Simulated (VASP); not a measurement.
# Ti: single point with PBE

Ti:

```xyz
2
Lattice="2.9500 0.0000 0.0000 -1.4750 2.5548 0.0000 0.0000 0.0000 4.6800" Properties=species:S:1:pos:R:3 pbc="T T T"
Ti    1.4750    0.8516    3.5100
Ti    0.0000    1.7032    1.1700
```

```
Program                : VASP 6.6.1
Task                   : single point
Functional             : PBE
Potentials or basis    : VASP PAW PBE potentials, release 64 (Ti_sv)
Cutoff                 : 520 eV
k mesh                 : 9 × 9 × 5
Occupations            : methfessel-paxton, width 0.005 eV
Spin                   : no spin polarisation
Dipole correction      : no
Further INCAR settings : ALGO = Normal; EDIFF = 1e-06; NBANDS = 19
```

| Property | Result |
| --- | --- |
| Pressure | -1.8 GPa |
| Band gap on the k mesh | zero (band 12 reaches 8.95 eV, above the bottom of band 13 at 7.90 eV) |

Stress tensor (GPa, compression positive):
```
-1.53  0.00  0.00
 0.00 -1.53  0.00
 0.00  0.00 -2.47
```

Levels at points of the mesh, in eV from the Fermi level:
| k point | band 8 | band 9 | band 10 | band 11 | band 12 | band 13 | band 14 | band 15 | band 16 | band 17 |
| --- | --- | --- | --- | --- | --- | --- | --- | --- | --- | --- |
| (0.00, 0.00, 0.00) | -32.81 | -6.24 | -2.72 | 0.65 | 0.71 | 0.71 | 0.79 | 1.19 | 1.19 | 1.53 |

It took 56 s on 1 thread of AMD EPYC 7R13, with other jobs on the host, peak memory 0.13 GiB.
